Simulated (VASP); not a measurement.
# PbS (I4/mmm) in VASP: a series of runs

The runs below take PbS through electric field gradients, with PBE.

Everything below comes from runs of VASP 6.6.1. Logs are shortened: lines on timing, memory, paths and dates and some standing lists are left out, and cuts for length are marked.

**1. The cell of the first run**

Symmetry: I4/mmm, No. 139, tetragonal system. The conventional cell has a = 4.067 Å, b = 4.067 Å, c = 5.930 Å, α = 90.00°, β = 90.00°, γ = 90.00°. Pb (site symmetry 4/mmm) has 6 S at 2.88 to 2.96 Å within 3.8 Å. S (site symmetry 4/mmm) has 6 Pb at 2.88 to 2.96 Å within 3.8 Å.

**2. Electric field gradients, PBE (equal xx and yy strain of -3 %)**

INCAR

```
SYSTEM = PbS
PREC = Accurate
ENCUT = 520
EDIFF = 1E-8
ISMEAR = -1
SIGMA = 0.01
LREAL = .False.
LASPH = .True.
NELM = 60
ALGO = Normal
ISIF = 2
LWAVE = .False.
LCHARG = .False.
GGA = PE
LEFG = .True.
NBANDS = 17
```

KPOINTS

```
regular mesh
0
Gamma
  8 8 8
  0 0 0
```

POSCAR

```
PbS
1.0
    0.0000000000      2.8760500000      2.9650000000
    2.8760500000      0.0000000000      2.9650000000
    2.8760500000      2.8760500000      0.0000000000
Pb S
1 1
Direct
    0.0000000000      0.0000000000      0.0000000000
    0.5000000000      0.5000000000      0.5000000000
```

Potentials or basis: VASP PAW PBE potentials, release 64 (Pb_d, S).

Launch:

```
> cat potpaw_PBE.64/Pb_d/POTCAR potpaw_PBE.64/S/POTCAR > POTCAR
> mpirun -np 1 vasp_std > vasp.out
```

OUTCAR:

```text
SYSTEM = PbS
   PREC = Accurate
   ENCUT = 520
   EDIFF = 1E-8
   ISMEAR = -1
   LREAL = .False.
   LASPH = .True.
   NELM = 60
   ISIF = 2
   GGA = PE

 ion  position               nearest neighbor table
   1  0.000  0.000  0.000-   2 2.88   2 2.88   2 2.88   2 2.88   2 2.96   2 2.96
   2  0.500  0.500  0.500-   1 2.88   1 2.88   1 2.88   1 2.88   1 2.96   1 2.96

  LATTYP: Found a body centered tetragonal cell.
 ALAT       =     4.0673489161
 C/A-ratio  =     1.4579521262

  Lattice vectors:

 A1 = (  -2.8760500000,   0.0000000000,   2.9650000000)
 A2 = (   2.8760500000,   0.0000000000,   2.9650000000)
 A3 = (   0.0000000000,   2.8760500000,  -2.9650000000)

Analysis of symmetry for initial positions (statically):
=====================================================================
 Subroutine PRICEL returns:
 Original cell was already a primitive cell.

 Routine SETGRP: Setting up the symmetry group for a
 body centered tetragonal supercell.

 Subroutine GETGRP returns: Found 16 space group operations
 (whereof 16 operations were pure point group operations)
 out of a pool of 16 trial point group operations.

The static configuration has the point symmetry D_4h.

Analysis of symmetry for dynamics (positions and initial velocities):
=====================================================================
 Subroutine PRICEL returns:
 Original cell was already a primitive cell.

 Routine SETGRP: Setting up the symmetry group for a
 body centered tetragonal supercell.

 Subroutine GETGRP returns: Found 16 space group operations
 (whereof 16 operations were pure point group operations)
 out of a pool of 16 trial point group operations.

The dynamic configuration has the point symmetry D_4h.

 Subroutine INISYM returns: Found 16 space group operations
 (whereof 16 operations are pure point group operations),
 and found     1 'primitive' translations

----------------------------------------------------------------------------------------

                                     Primitive cell

  volume of cell :      49.0510

  direct lattice vectors                    reciprocal lattice vectors
     0.000000000  2.876050000  2.965000000    -0.173849551  0.173849551  0.168634064
     2.876050000  0.000000000  2.965000000     0.173849551 -0.173849551  0.168634064
[... 115 lines left out ...]
   LRPA    =     F    only Hartree local field effects (RPA)
 non-spin polarized calculation
  energy-cutoff  :      520.00
  volume of cell :       49.05
 maximum number of plane-waves:      1339
   NGX = 15   NGY = 15   NGZ = 15

 number of electron      19.9999998 magnetization

 Free energy of the ion-electron system (eV)
  ---------------------------------------------------
  ext. energy  EPLUGINS =         0.00000000
  ---------------------------------------------------
  free energy    TOTEN  =        -8.65658648 eV

  energy without entropy =       -8.65656534  energy(sigma->0) =       -8.65657591

 E-fermi :   6.8094     XC(G=0):  -9.9745

 val. band max:        6.7657582451   @ k =   0.5000   0.0000   0.0000
 cond. band min:       6.8529890714   @ k =   0.5000   0.0000   0.0000
 fundamental gap:      0.0872308262
 Fermi energy:         6.8093736604

 k-point     1 :       0.0000    0.0000    0.0000
  band No.  band energies     occupation
      1     -10.2775      2.00000
      2     -10.2775      2.00000
      3     -10.2747      2.00000
      4     -10.2731      2.00000
      5     -10.2516      2.00000
      6      -7.5200      2.00000
[... 457 lines left out ...]
      4     -10.2401      2.00000
      5     -10.2173      2.00000
      6      -6.4601      2.00000
[... 9 lines left out ...]
     16      16.3791      0.00000
     17      18.4572      0.00000

 [... further k-points ...]
[... 5 lines left out ...]
  --------------------------------------------------------------------------------------
  -------------------------------------------------------------------------------------
  Total        2.5571033      2.5571033      1.0264136      0.0000000      0.0000000      0.0000000
  in kB       83.5240031     83.5240031     33.5262849      0.0000000      0.0000000      0.0000000
  external PRESSURE =      66.8580970 kB  Pullay stress =       0.0000000 kB

 VOLUME and BASIS-vectors are now :
 -----------------------------------------------------------------------------
  energy-cutoff  :      520.00
  volume of cell :       49.05
      direct lattice vectors                 reciprocal lattice vectors
     0.000000000  2.876050000  2.965000000    -0.173849551  0.173849551  0.168634064
     2.876050000  0.000000000  2.965000000     0.173849551 -0.173849551  0.168634064
     2.876050000  2.876050000  0.000000000     0.173849551  0.173849551 -0.168634064

 POSITION                                       TOTAL-FORCE (eV/Angst)
 -----------------------------------------------------------------------------------
      0.00000      0.00000      0.00000         0.000000     -0.000000     -0.000000
      2.87605      2.87605      2.96500        -0.000000      0.000000      0.000000
 -----------------------------------------------------------------------------------
    total drift:                                0.000000     -0.000000     -0.000000

  FREE ENERGIE OF THE ION-ELECTRON SYSTEM (eV)
  ---------------------------------------------------
  free  energy   TOTEN  =        -8.6565864763 eV

  energy  without entropy=       -8.6565653437  energy(sigma->0) =       -8.65657591

 Electric field gradients (V/A^2)
---------------------------------------------------------------------
 ion       V_xx      V_yy      V_zz      V_xy      V_xz      V_yz
---------------------------------------------------------------------
   1     -47.035   -47.035    94.070     0.001    -0.001    -0.001
   2      -2.092    -2.092     4.184     0.000    -0.001    -0.001
---------------------------------------------------------------------

 Electric field gradients after diagonalization (V/A^2)
 (convention: |V_zz| > |V_xx| > |V_yy|)
----------------------------------------------------------------------
 ion       V_xx      V_yy      V_zz     asymmetry (V_yy - V_xx)/ V_zz
----------------------------------------------------------------------
   1     -47.036   -47.034    94.070       0.000
   2      -2.093    -2.092     4.184       0.000
----------------------------------------------------------------------

           NMR quadrupolar parameters

 Cq : quadrupolar parameter    Cq=e*Q*V_zz/h
 eta: asymmetry parameters     (V_yy - V_xx)/ V_zz
 Q  : nuclear electric quadrupole moment in mb (millibarn)
----------------------------------------------------------------------
 ion       Cq(MHz)       eta       Q (mb)
----------------------------------------------------------------------
   1       0.227       0.000       1.000
   2       0.010       0.000       1.000
----------------------------------------------------------------------
```

OSZICAR:

```text
N       E                     dE             d eps       ncg     rms          rms(c)
DAV:   1     0.160032982054E+03    0.16003E+03   -0.98712E+03  2022   0.126E+03
DAV:   2     0.290848558807E+01   -0.15712E+03   -0.15136E+03  2145   0.318E+02
DAV:   3    -0.880810539288E+01   -0.11717E+02   -0.11610E+02  2654   0.926E+01
DAV:   4    -0.908306712177E+01   -0.27496E+00   -0.27473E+00  2551   0.152E+01
DAV:   5    -0.909345623105E+01   -0.10389E-01   -0.10388E-01  2918   0.291E+00    0.524E+00
DAV:   6    -0.865537190454E+01    0.43808E+00   -0.11837E+00  3257   0.797E+00    0.368E+00
DAV:   7    -0.865355904653E+01    0.18129E-02   -0.14119E-01  2472   0.196E+00    0.197E+00
DAV:   8    -0.865666590104E+01   -0.31069E-02   -0.14162E-02  2482   0.133E+00    0.120E-01
DAV:   9    -0.865645081472E+01    0.21509E-03   -0.23617E-03  3265   0.455E-01    0.935E-02
DAV:  10    -0.865657434098E+01   -0.12353E-03   -0.28813E-04  2313   0.120E-01    0.433E-02
DAV:  11    -0.865658552105E+01   -0.11180E-04   -0.67505E-05  2830   0.911E-02    0.255E-02
DAV:  12    -0.865658623917E+01   -0.71813E-06   -0.43653E-06  2609   0.182E-02    0.243E-03
DAV:  13    -0.865658639577E+01   -0.15660E-06   -0.12150E-07  2713   0.329E-03    0.846E-04
DAV:  14    -0.865658646105E+01   -0.65281E-07   -0.55064E-08  2358   0.128E-03    0.433E-04
DAV:  15    -0.865658647310E+01   -0.12050E-07   -0.13278E-09  2106   0.301E-04    0.259E-04
DAV:  16    -0.865658647634E+01   -0.32326E-08   -0.37005E-10  1334   0.147E-04
   1 F= -.86565865E+01 E0= -.86565759E+01  d E =-.211327E-04
```

Wall time 62 s (1 thread of AMD EPYC 7R43 (Zen 3), shared host); peak memory 0.17 GiB.

What came out:

```yaml
Free_energy: -8.6566 eV
Pressure: 6.7 GPa
Band_gap_on_the_k_mesh: 0.09 eV, direct
```

Stress tensor (GPa, compression positive):
```
8.35 0.00 0.00
0.00 8.35 0.00
0.00 0.00 3.35
```

Levels at points of the mesh, in eV from the valence-band top:
```
           k point  band 8  band 9  band 10  band 11  band 12  band 13
(0.00, 0.00, 0.00)   -2.68   -2.68    -2.44     4.82     5.55     5.55
(0.50, 0.00, 0.00)   -2.19   -2.11     0.00     0.09     1.63     1.81
(0.50, 0.50, 0.00)   -5.82   -3.92    -3.92     3.57     5.45     5.95
(0.50, 0.00, 0.50)   -5.87   -4.15    -3.83     3.44     5.42     5.80
```

Electric field gradients, principal values (V/Å²):
```tsv
atom	least	middle	greatest (by size)
1 Pb	-47.034	-47.036	94.070
2 S	-2.092	-2.093	4.184
```

Caveat: the cell differs from its parent crystal (equal xx and yy strain of -3 %); without QUAD_EFG the Cq values of the log hold for a quadrupole moment of 1 mb, not for the nuclei; spin-orbit coupling is left out, which moves the levels of the heavy elements. A k mesh can miss the band edges.

[end of part 1 of 2]
